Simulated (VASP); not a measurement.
Set up this calculation in VASP 6.6.1, as the native input.

| Quantity | Value |
| --- | --- |
| Task | single point |
| Functional | r2SCAN |
| Potentials or basis | VASP PAW PBE potentials, release 64 (Mg, I) |
| Cutoff | 660 eV |
| k mesh | 3 × 5 × 3, shifted |
| Occupations | methfessel-paxton, width 0.1158 eV |
| Spin | no spin polarisation |
| Dipole correction | no |
| Further INCAR settings | ALGO = Normal; EDIFF = 1e-06; NBANDS = 25 |

The system is MgI2.

```
Mg I
1.0
     6.18368    3.34736   -0.08970
    -2.20257    3.59217    0.04512
     4.08110   -0.10050    7.15021
Mg I
2 4
Direct
  0.02165 0.02965 0.04867
  0.48579 0.55888 0.98611
  0.06076 0.61020 0.22531
  0.52613 0.17110 0.22337
  0.48322 0.86357 0.76622
  0.98096 0.36728 0.74220
```

The input as run:

POSCAR

```
MgI2
1.0
    6.1836820000      3.3473580000     -0.0897020000
   -2.2025670000      3.5921650000      0.0451210000
    4.0810970000     -0.1004990000      7.1502130000
Mg I
2 4
Direct
    0.0216510000      0.0296510000      0.0486680000
    0.4857890000      0.5588790000      0.9861090000
    0.0607570000      0.6102010000      0.2253090000
    0.5261300000      0.1711030000      0.2233700000
    0.4832180000      0.8635690000      0.7662200000
    0.9809600000      0.3672810000      0.7421970000
```

INCAR.step1

```
  PREC = Accurate
  ENCUT = 660
  ISMEAR = 1
  SIGMA = 0.1158
  LREAL = F
  LASPH = T
  NELM = 120
  NBANDS = 25
  GGA = PE
  ALGO = Normal
  EDIFF = 1E-5
  LWAVE = T
  LCHARG = F
  GGA_COMPAT = F
```

INCAR.step2

```
  PREC = Accurate
  ENCUT = 660
  EDIFF = 1E-6
  ISMEAR = 1
  SIGMA = 0.1158
  LREAL = F
  LASPH = T
  NELM = 120
  ALGO = Normal
  ISIF = 2
  LWAVE = F
  LCHARG = F
  METAGGA = R2SCAN
  LMIXTAU = T
  NBANDS = 25
  ISTART = 1
  GGA_COMPAT = F
```

KPOINTS

```
Automatic mesh
0
Gamma
  3 5 3
  0 0 0.5
```

Potentials or basis: VASP PAW PBE potentials, release 64 (Mg, I).

The run is started by

```console
$ cat potpaw_PBE.64/Mg/POTCAR potpaw_PBE.64/I/POTCAR > POTCAR
$ cp INCAR.step1 INCAR
$ mpirun -np 1 vasp_std > vasp.out
$ cp INCAR.step2 INCAR
$ mpirun -np 1 vasp_std > vasp.out
```

It gave:

The pressure is 2.6 GPa. The largest force is 2.613 eV/Å and the band gap on the k mesh is 2.81 eV.

Caveat: the PAW data sets were made with another functional, which shifts forces and pressure a little; spin-orbit coupling is left out, which moves the levels of the heavy elements; a shifted mesh leaves out Γ, where band edges can lie.

Wall time 8.8 min on 1 thread of Intel(R) Xeon(R) Platinum 8375C CPU @ 2.90GHz (Ice Lake), on a shared host, peak memory 0.49 GiB.
